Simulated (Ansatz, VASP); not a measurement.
NaF: VASP beside Ansatz

INCAR

```
SYSTEM = NaF
ALGO     = Normal         ! electronic algorithm
EDIFF    = 1E-6           ! SCF threshold, eV
ENCUT    = 520            ! plane-wave cutoff, eV
GGA      = PS             ! functional
ISIF     = 2              ! what is computed and relaxed
ISMEAR   = 0              ! smearing method
LASPH    = .TRUE.         ! aspherical terms in the spheres
LCHARG   = .FALSE.        ! write CHGCAR
LREAL    = .FALSE.        ! projectors in reciprocal space
LWAVE    = .FALSE.        ! write WAVECAR
NBANDS   = 14             ! bands
NELM     = 60             ! most SCF steps
PREC     = Accurate       ! precision mode
SIGMA    = 0.01           ! smearing width, eV
```

Contents of KPOINTS:

```
k-points
0
G
  10 10 10
  0 0 0
```

File POSCAR:

```
NaF
1.0
    0.0000000000      2.3150981336      2.3150981336
    2.3150981336      0.0000000000      2.3150981336
    2.3150981336      2.3150981336      0.0000000000
Na F
1 1
Direct
    0.0000000000      0.0000000000      0.0000000000
    0.5000000000      0.5000000000      0.5000000000
```

Input for Ansatz:

```yaml
crystal:
  lattice:
    - [0.0, 2.31509813362, 2.31509813362]
    - [2.31509813362, 0.0, 2.31509813362]
    - [2.31509813362, 2.31509813362, 0.0]
  atoms:
    - { symbol: Na, position: [0.0, 0.0, 0.0] }
    - { symbol: F, position: [0.5, 0.5, 0.5] }
kpoints:
  mp_grid: { grid: [10, 10, 10] }
scf:
  occupations: { method: fixed }
hamiltonian:
  xc: pbesol
  pseudopotentials: { kind: paw }
output:
  forces: true
  stress: true
  eigenvalues: true
  eigenstates:
    nscf_kmesh: { grid: [14, 14, 14] }
    de_dk: true
    e_range: [-9, 16.19474611074]
  optics:
    e_range: [0, 20]
    de: 0.2
    sigma: 0.1
    bands: { spectra_wanted_up_to: 20 }
    nscf_kmesh: { grid: [14, 14, 14] }
checkpoint:
  write: ck
  write_wavefunctions: false
```

Alike in both runs: task single point; functional PBEsol; k mesh 10 × 10 × 10; no spin polarisation.

|  | VASP | Ansatz |
| --- | --- | --- |
| version | VASP 6.6.1 | Ansatz 0.2.0 |
| potentials or method | VASP PAW PBE potentials, release 64 (Na_pv, F) | PAW with Ansatz's default frozen-core files, scalar-relativistic |
| plane-wave cutoff (eV) | 520 | 420 |
| occupations | gaussian, width 0.01 eV | fixed |
| valence electrons in the cell | 14 | 16 |

|  | VASP | Ansatz | Ansatz less VASP |
| --- | --- | --- | --- |
| gap on the k mesh at the Fermi level (eV) | 6.17 | 6.19 | +0.022 |
| pressure (GPa) | -0.1 | 0.0 | +0.08 |

VASP's potentials were made for PBE, not for PBEsol. VASP's potentials hold 14 valence electrons a cell and Ansatz's 16, so a difference there can come from the potentials and not from the codes.
